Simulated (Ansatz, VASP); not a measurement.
# Two plane-wave programs on Si3Ge

```xyz
4
Lattice="3.6326 0.0000 0.0000 -1.8163 3.1459 0.0000 0.0000 0.0000 6.0374" Properties=species:S:1:pos:R:3 pbc="T T T"
Si    0.0000    0.0000    4.6249
Si    0.0000    2.0973    0.0000
Si    0.0000    0.0000    1.4125
Ge    1.8163    1.0486    3.0187
```

Alike in both runs: task relaxation of cell and atoms; functional PBE; k mesh 12 × 12 × 8; occupations gaussian, width 0.1 eV; no spin polarisation.

```csv
,VASP,Ansatz
version,VASP 6.6.1,Ansatz 0.2.0
potentials or method,"VASP PAW PBE potentials, release 64 (Si, Ge_d), cutoff 600 eV","scalar-relativistic, plane waves, PAW"
valence electrons in the cell,26,26
```

VASP gave:

```
gap on the k mesh at the Fermi level, each at its own relaxed structure (eV) : none
relaxed volume (Å³/atom)                                                     : 17.31
relaxed length of the cell vector where the two differ most in proportion (Å)              : 6.028
```

Which values does Ansatz return?

gap on the k mesh at the Fermi level, each at its own relaxed structure (eV): none; relaxed volume (Å³/atom): 17.30; relaxed length of the cell vector where the two differ most in proportion (Å): 6.026.

A gap of «none» marks a metal or a gap that the smearing closes.
